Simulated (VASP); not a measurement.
# AlN (P6_3mc) in VASP: a series of runs, part 2 of 2

VASP 6.6.1. Earlier steps stand in the parts before.

**3. Single point, HSE06 (strain -1.0%)**

The input, POSCAR:

```
AlN
1.0
    3.0756268226      0.0000000000      0.0000000000
   -1.5378134113      2.6635709609      0.0000000000
    0.0000000000      0.0000000000      4.9288056364
Al N
2 2
Direct
    0.3333333333      0.6666666667     -0.0033962569
    0.6666666667      0.3333333333      0.4966037431
    0.3333333333      0.6666666667      0.3783962569
    0.6666666667      0.3333333333      0.8783962569
```

The input, INCAR.step1:

```
PREC = Accurate
ENCUT = 520
EDIFF = 1E-5
ISMEAR = 0
SIGMA = 0.01
LREAL = False
LASPH = True
NELM = 60
ALGO = Normal
ISIF = 2
LWAVE = True
LCHARG = False
NBANDS = 16
GGA = PE
```

The input, INCAR.step2:

```
PREC = Accurate
ENCUT = 520
EDIFF = 1E-7
ISMEAR = 0
SIGMA = 0.01
LREAL = False
LASPH = True
NELM = 60
ALGO = Normal
ISIF = 2
LWAVE = False
LCHARG = False
GGA = PE
LHFCALC = True
HFSCREEN = 0.2079
PRECFOCK = Normal
NBANDS = 16
ISTART = 1
```

The input, KPOINTS:

```
Automatic mesh
0
Gamma
  6 6 4
```

Potentials or basis: VASP PAW PBE potentials, release 64 (Al, N).

On the command line:

```sh
$ cat potpaw_PBE.64/Al/POTCAR potpaw_PBE.64/N/POTCAR > POTCAR
$ cp INCAR.step1 INCAR
$ mpirun -np 1 vasp_std > vasp.out
$ cp INCAR.step2 INCAR
$ mpirun -np 1 vasp_std > vasp.out
```

It took 31 min on 1 thread of Intel Xeon Platinum 8259CL at 2.50GHz (Skylake/Cascade Lake), shared host; peak memory 0.26 GiB.

It converged, with:

```yaml
Free_energy: -34.8747 eV
Pressure: 6.0 GPa
Largest_force: 0.006 eV/Å
Band_gap_on_the_k_mesh: 5.88 eV
```

Forces in eV/Å, atoms in the order of the input:
```
Al   0.000  0.000 -0.006
Al   0.000  0.000 -0.006
N    0.000  0.000  0.006
N    0.000  0.000  0.006
```

Stress tensor (GPa, compression positive):
```
6.21 0.00 0.00
0.00 6.21 0.00
0.00 0.00 5.44
```

Levels at points of the mesh, in eV from the valence-band top:
```tsv
k point	band 5	band 6	band 7	band 8	band 9	band 10	band 11	band 12
(0.00, 0.00, 0.00)	-0.97	-0.24	-0.24	0.00	5.88	8.45	12.76	13.04
(0.50, 0.00, 0.00)	-3.72	-2.35	-1.95	-0.78	7.25	7.31	10.03	12.33
(0.00, 0.00, 0.50)	-0.62	-0.62	-0.62	-0.62	8.27	8.27	12.29	12.29
(0.50, 0.00, 0.50)	-1.65	-1.65	-1.52	-1.52	6.78	6.78	11.01	11.01
```

Caveat: the cell differs from its parent crystal (strain -1.0%); the cell stands under pressure; the PAW data sets were made with another functional, which shifts forces and pressure a little. A k mesh can miss the band edges.

**4. Single point, PBE (strain -1.0%)**

The input, INCAR:

```
PREC = Accurate ; ENCUT = 520
EDIFF = 1E-6 ; ISMEAR = -1
SIGMA = 0.02 ; LREAL = F
LASPH = T ; NELM = 100
ALGO = Normal ; ISIF = 2
LWAVE = F ; LCHARG = F
GGA = PE ; NBANDS = 16
```

The input, KPOINTS:

```
regular mesh
0
Gamma
  12 12 6
```

POSCAR is that of step 3.

On the command line:

```sh
$ cat potpaw_PBE.64/Al/POTCAR potpaw_PBE.64/N/POTCAR > POTCAR
$ mpirun -np 1 vasp_std > vasp.out
```

It took 15 s on 1 thread of Intel Xeon 6975P-C (Granite Rapids), shared host; peak memory 0.17 GiB.

It converged, with:

| Property | Result |
| --- | --- |
| Free energy | -29.7079 eV |
| Pressure | 11.2 GPa |
| Largest force | 0.007 eV/Å |
| Band gap on the k mesh | 4.51 eV |

Forces in eV/Å, atoms in the order of the input:
```
Al   0.000  0.000 -0.007
Al   0.000  0.000 -0.007
N    0.000  0.000  0.007
N    0.000  0.000  0.007
```

Stress tensor (GPa, compression positive):
```
11.42  0.00  0.00
 0.00 11.42  0.00
 0.00  0.00 10.65
```

Levels at points of the mesh, in eV from the valence-band top:
```
           k point  band 4  band 5  band 6  band 7  band 8  band 9  band 10  band 11  band 12  band 13
(0.00, 0.00, 0.00)   -0.88   -0.88   -0.22   -0.22    0.00    4.51     6.97    10.89    11.41    11.41
(0.50, 0.00, 0.00)   -4.25   -3.42   -2.13   -1.82   -0.70    5.88     5.94     8.48    10.52    11.11
(0.00, 0.00, 0.50)   -3.39   -0.56   -0.56   -0.56   -0.56    6.77     6.77    10.60    10.60    11.73
(0.50, 0.00, 0.50)   -5.73   -1.50   -1.50   -1.40   -1.40    5.42     5.42     9.47     9.47    12.21
```

Caveat: the cell differs from its parent crystal (strain -1.0%); the cell stands under pressure. A k mesh can miss the band edges.

**5. Single point, PBE**

This run uses another cell than the first one, of 10.40 Å³/atom.

The input, INCAR:

```
SYSTEM = AlN
PREC = Accurate
ENCUT = 520
EDIFF = 1E-7
ISMEAR = -1
SIGMA = 0.02
LREAL = .FALSE.
LASPH = .TRUE.
NELM = 60
ALGO = Normal
ISIF = 2
LWAVE = .FALSE.
LCHARG = .FALSE.
GGA = PE
NBANDS = 16
```

The input, KPOINTS:

```
Automatic mesh
0
G
  12 12 6
  0 0 0
```

The input, POSCAR:

```
AlN
1.0
    3.1066937602      0.0000000000      0.0000000000
   -1.5533468801      2.6904757181      0.0000000000
    0.0000000000      0.0000000000      4.9785915519
Al N
2 2
Direct
    0.3333333333      0.6666666667     -0.0032954727
    0.6666666667      0.3333333333      0.4967045273
    0.3333333333      0.6666666667      0.3782954727
    0.6666666667      0.3333333333      0.8782954727
```

On the command line:

```sh
$ cat potpaw_PBE.64/Al/POTCAR potpaw_PBE.64/N/POTCAR > POTCAR
$ mpirun -np 1 vasp_std > vasp.out
```

It took 15 s on 1 thread of Intel Xeon 6975P-C (Granite Rapids), shared host; peak memory 0.17 GiB.

It converged, with:

| Property | Result |
| --- | --- |
| Free energy | -29.7679 eV |
| Pressure | 4.4 GPa |
| Largest force | 0.009 eV/Å |
| Band gap on the k mesh | 4.24 eV |

Forces in eV/Å, atoms in the order of the input:
```
Al   0.000  0.000 -0.009
Al   0.000  0.000 -0.009
N    0.000  0.000  0.009
N    0.000  0.000  0.009
```

Stress tensor (GPa, compression positive):
```
4.44 0.00 0.00
0.00 4.44 0.00
0.00 0.00 4.29
```

Levels at points of the mesh, in eV from the valence-band top:
| k point | band 5 | band 6 | band 7 | band 8 | band 9 | band 10 | band 11 | band 12 |
| --- | --- | --- | --- | --- | --- | --- | --- | --- |
| (0.00, 0.00, 0.00) | -0.86 | -0.21 | -0.21 | 0.00 | 4.24 | 6.70 | 10.64 | 11.19 |
| (0.50, 0.00, 0.00) | -3.35 | -2.09 | -1.78 | -0.69 | 5.81 | 5.83 | 8.22 | 10.31 |
| (0.00, 0.00, 0.50) | -0.54 | -0.54 | -0.54 | -0.54 | 6.51 | 6.51 | 10.35 | 10.35 |
| (0.50, 0.00, 0.50) | -1.46 | -1.46 | -1.37 | -1.37 | 5.32 | 5.32 | 9.28 | 9.28 |

Caveat: the cell stands under pressure. A k mesh can miss the band edges.

**6. Single point, PBE (strain +1.0%)**

The input, INCAR:

```
SYSTEM = AlN
PREC = Accurate
ENCUT = 520
EDIFF = 1E-6
ISMEAR = -1
SIGMA = 0.02
LREAL = .FALSE.
LASPH = .TRUE.
NELM = 60
ALGO = Normal
ISIF = 2
LWAVE = .FALSE.
LCHARG = .TRUE.
GGA = PE
LELF = .TRUE.
LVHAR = .TRUE.
NBANDS = 16
```

The input, KPOINTS:

```
regular mesh
0
G
  12 12 6
  0 0 0
```

The input, POSCAR:

```
AlN
1.0
    3.1377606977      0.0000000000      0.0000000000
   -1.5688803489      2.7173804752      0.0000000000
    0.0000000000      0.0000000000      5.0283774674
Al N
2 2
Direct
    0.3333333333      0.6666666667     -0.0032059052
    0.6666666667      0.3333333333      0.4967940948
    0.3333333333      0.6666666667      0.3782059052
    0.6666666667      0.3333333333      0.8782059052
```

Potentials or basis: VASP PAW PBE potentials, release 64 (Al, N).

On the command line:

```sh
$ cat potpaw_PBE.64/Al/POTCAR potpaw_PBE.64/N/POTCAR > POTCAR
$ mpirun -np 1 vasp_std > vasp.out
```

Wall time 14 s (1 thread of Intel Xeon 6975P-C (Granite Rapids), shared host); peak memory 0.17 GiB.

The run converged. Its results:

```
Free energy            : -29.7789 eV
Pressure               : -1.6 GPa
Largest force          : 0.008 eV/Å
Band gap on the k mesh : 3.98 eV
```

Forces in eV/Å, atoms in the order of the input:
```
Al   0.000  0.000 -0.008
Al   0.000  0.000 -0.008
N    0.000  0.000  0.008
N    0.000  0.000  0.008
```

Stress tensor (GPa, compression positive):
```
-1.68  0.00  0.00
 0.00 -1.68  0.00
 0.00  0.00 -1.33
```

Levels at points of the mesh, in eV from the valence-band top:
| k point | band 5 | band 6 | band 7 | band 8 | band 9 | band 10 | band 11 | band 12 |
| --- | --- | --- | --- | --- | --- | --- | --- | --- |
| (0.00, 0.00, 0.00) | -0.84 | -0.20 | -0.20 | 0.00 | 3.98 | 6.45 | 10.40 | 10.97 |
| (0.50, 0.00, 0.00) | -3.28 | -2.04 | -1.73 | -0.68 | 5.73 | 5.75 | 7.96 | 10.09 |
| (0.00, 0.00, 0.50) | -0.53 | -0.53 | -0.53 | -0.53 | 6.25 | 6.25 | 10.11 | 10.11 |
| (0.50, 0.00, 0.50) | -1.43 | -1.43 | -1.34 | -1.34 | 5.22 | 5.22 | 9.10 | 9.10 |

Caveat: the cell differs from its parent crystal (strain +1.0%).

**7. Summary**

| level | cell | k mesh | smearing | grid for exact exchange (PRECFOCK) | share of exact exchange | screening parameter | gap on the mesh (eV) | pressure (GPa) | largest force (eV/Å) |
| --- | --- | --- | --- | --- | --- | --- | --- | --- | --- |
| HSE06 | a = 3.231, b = 3.231, c = 5.178 Å, angles 90.0, 90.0, 120.0°, 4 atoms | 6 × 6 × 4 | gaussian 0.01 eV | Normal | 0.25 | 0.2079 1/Å | 4.50 | -20.5 | 0.01 |
| HSE06 | a = 3.076, b = 3.076, c = 4.929 Å, angles 90.0, 90.0, 120.0°, 4 atoms | 6 × 6 × 4 | gaussian 0.01 eV | Normal | 0.25 | 0.2079 1/Å | 5.88 | 6.0 | 0.01 |
| PBE | a = 3.076, b = 3.076, c = 4.929 Å, angles 90.0, 90.0, 120.0°, 4 atoms | 12 × 12 × 6 | fermi-dirac 0.02 eV | - | - | - | 4.51 | 11.2 | 0.01 |
| PBE | a = 3.107, b = 3.107, c = 4.979 Å, angles 90.0, 90.0, 120.0°, 4 atoms | 12 × 12 × 6 | fermi-dirac 0.02 eV | - | - | - | 4.24 | 4.4 | 0.01 |
| PBE | a = 3.138, b = 3.138, c = 5.028 Å, angles 90.0, 90.0, 120.0°, 4 atoms | 12 × 12 × 6 | fermi-dirac 0.02 eV | - | - | - | 3.98 | -1.6 | 0.01 |

Alike in all rows: task single point; potentials or basis VASP PAW PBE potentials, release 64 (Al, N); no spin polarisation; cutoff (eV) 520.

Caveats: the cell stands under pressure (at least some runs); the PAW data sets were made with another functional, which shifts forces and pressure a little (at least some runs); the cell stands under tension (at least some runs).

Absolute energies hang on the potentials; compare differences alone.
